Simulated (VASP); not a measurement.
A run of VASP 6.6.1:

Contents of INCAR:

```
PREC     = Accurate       # precision mode
ENCUT    = 520            # plane-wave cutoff, eV
EDIFF    = 1E-7           # SCF threshold, eV
ISMEAR   = 0              # smearing method
SIGMA    = 0.1            # smearing width, eV
LREAL    = False          # projectors in reciprocal space
LASPH    = True           # aspherical terms in the spheres
NELM     = 100            # most SCF steps
ALGO     = Normal         # electronic algorithm
ISIF     = 2              # what is computed and relaxed
LWAVE    = False          # write WAVECAR
LCHARG   = False          # write CHGCAR
GGA      = PE             # functional
IVDW     = 12             # dispersion correction
NBANDS   = 42             # bands
```

KPOINTS

```
regular mesh
0
Gamma
  6 6 6
```

File POSCAR:

```
CuSi12
1.0
    6.6683578436      0.0000000000      0.0000000000
   -3.3341789218      5.7749672941      0.0000000000
    0.0000000000      0.0000000000      6.3061245904
Si Cu
12 1
Direct
    0.6706572298      0.6706572298      0.6873512570
    0.3293427702      0.0000000000      0.6873512570
    0.0000000000      0.3293427702      0.6873512570
    0.0000000000      0.6633501105      0.8114295302
    0.6633501105      0.0000000000      0.8114295302
    0.3366498895      0.3366498895      0.8114295302
    0.0000000000      0.6633501105      0.1885704698
    0.6633501105      0.0000000000      0.1885704698
    0.3366498895      0.3366498895      0.1885704698
    0.6706572298      0.6706572298      0.3126487430
    0.3293427702      0.0000000000      0.3126487430
    0.0000000000      0.3293427702      0.3126487430
    0.0000000000      0.0000000000      0.0000000000
```

Potentials or basis: VASP PAW PBE potentials, release 64 (Si, Cu).

Command:

```bash
$ cat potpaw_PBE.64/Si/POTCAR potpaw_PBE.64/Cu/POTCAR > POTCAR
$ mpirun -np 1 vasp_std > vasp.out
```

Hardware: 1 thread of Intel(R) Xeon(R) Platinum 8259CL CPU @ 2.50GHz (Skylake/Cascade Lake), on a shared host.

Question: How long does it take, and how much memory?

Answer: It took 7.9 min on 1 thread of Intel(R) Xeon(R) Platinum 8259CL CPU @ 2.50GHz (Skylake/Cascade Lake), on a shared host, peak memory 0.48 GiB. Counts: scf iterations 24, k points 28.
